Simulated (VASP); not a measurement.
Runs of VASP 6.6.1 on Pt. The structure is that of space group P6/mmm (No. 191), or close to it. The cells are those of the table. 

```tsv
task	cell	cutoff (eV)	k mesh for the DOS	occupations for the DOS	gap on the mesh (eV)	pressure (GPa)
single point	a = 2.293, b = 2.293, c = 2.218 Å, angles 90.0, 90.0, 120.0°, 1 atom	520	-	-	none	413.6
relaxation of shape and atoms at fixed volume	relaxed from a = 2.267, b = 2.267, c = 2.269 Å, angles 90.0, 90.0, 120.0°, 1 atom	600	-	-	none	413.6
single point	a = 2.623, b = 2.623, c = 2.600 Å, angles 90.0, 90.0, 120.0°, 1 atom	520	-	-	none	21.7
single point	a = 2.473, b = 2.473, c = 2.416 Å, angles 90.0, 90.0, 120.0°, 1 atom	520	-	-	none	(a)
```

Alike in all rows: level PBE; potentials or basis VASP PAW PBE potentials, release 64 (Pt); no spin polarisation; k mesh 16 × 16 × 15; smearing fermi-dirac 0.08 eV.

**Question.** Fill in the values left out.

**Answer.** (a) 121.7.

Caveats: spin-orbit coupling is left out, which moves the levels of the heavy elements.

A k mesh can miss the band edges, and the runs leave out spin-orbit coupling on Pt.

A gap of «none» marks levels without a gap at the run's occupations.
